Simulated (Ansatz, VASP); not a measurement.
# One calculation of In, two programs

```xyz
8
Lattice="6.0918 0.0000 0.0000 0.0000 6.0918 0.0000 0.0000 0.0000 6.0918" Properties=species:S:1:pos:R:3 pbc="T T T"
In    6.0918    6.0918    0.0000
In    3.0459    3.0459    3.0459
In    1.5230    6.0918    3.0459
In    4.5689    0.0000    3.0459
In    3.0459    1.5230    6.0918
In    3.0459    4.5689    0.0000
In    6.0918    3.0459    1.5230
In    6.0918    3.0459    4.5689
```

Alike in both runs: functional PBE; k mesh 5 × 5 × 5; occupations fermi-dirac, width 0.1 eV; no spin polarisation.

Ansatz relaxed the structure, and its values are those at the end. VASP's run is a single point on that final structure, the one shown.

```csv
,VASP,Ansatz
version,VASP 6.6.1,Ansatz 0.2.0
potentials or method,"VASP PAW PBE potentials, release 64 (In_d), cutoff 520 eV","plane waves (420 eV) with PAW, scalar-relativistic"
valence electrons in the cell,104,104
```

|  | VASP | Ansatz | Ansatz less VASP |
| --- | --- | --- | --- |
| pressure (GPa) | 0.0 | 0.0 | +0.05 |

The functional is the same, so the differences come from potentials, cutoffs and numerics.
